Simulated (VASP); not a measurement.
A run of VASP 6.6.1:

Contents of INCAR:

```
PREC = Accurate
ENCUT = 520
EDIFF = 1E-7
ISMEAR = 0
SIGMA = 0.05
LREAL = False
LASPH = True
NELM = 60
ALGO = Normal
ISIF = 2
LWAVE = False
LCHARG = False
GGA = PE
NBANDS = 14
```

KPOINTS

```
Automatic mesh
0
Gamma
  6 6 6
```

The input POSCAR:

```
NaI
1.0
    0.0000000000      3.2364000000      3.2364000000
    3.2364000000      0.0000000000      3.2364000000
    3.2364000000      3.2364000000      0.0000000000
Na I
1 1
Direct
    0.0000000000      0.0000000000      0.0000000000
    0.5270362131      0.5270362131      0.4729637869
```

Potentials or basis: VASP PAW PBE potentials, release 64 (Na_pv, I).

Launch:

```console
$ cat potpaw_PBE.64/Na_pv/POTCAR potpaw_PBE.64/I/POTCAR > POTCAR
$ mpirun -np 1 vasp_std > vasp.out
```

Hardware: 1 thread of Intel Xeon 8259CL, with other jobs on the host.

Q: Estimate the wall time of this run.

A: It took 37 s on 1 thread of Intel Xeon 8259CL (shared host), peak memory 0.21 GiB. Counts: scf iterations 13, k points 30.
